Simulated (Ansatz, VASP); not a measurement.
# Two plane-wave programs on Ga

```
Ga
1.0
     1.17764   -2.33761    0.00000
     1.17764    2.33761    0.00000
     0.00000    0.00000    3.48539
Ga
1
Direct
  0.50000 0.50000 0.00000
```

Alike in both runs: task relaxation of cell and atoms; functional PBE; k mesh 8 × 8 × 6; occupations gaussian, width 0.1 eV; no spin polarisation.

```csv
,VASP,Ansatz
version,VASP 6.6.1,Ansatz 0.2.0
potentials or method,"VASP PAW PBE potentials, release 64 (Ga_d), cutoff 600 eV","scalar-relativistic, plane waves, PAW"
valence electrons in the cell,13,13
```

|  | VASP | Ansatz | Ansatz less VASP |
| --- | --- | --- | --- |
| gap on the k mesh at the Fermi level, each at its own relaxed structure (eV) | none | none | - |
| relaxed volume (Å³/atom) | 19.68 | 19.66 | -0.026 |
| relaxed cell length with the largest relative difference (Å) | 2.897 | 2.908 | +0.0111 |

A gap of «none» marks a metal or a gap that the smearing closes.

The k mesh is coarse, so the values compare programs but aren't converged.
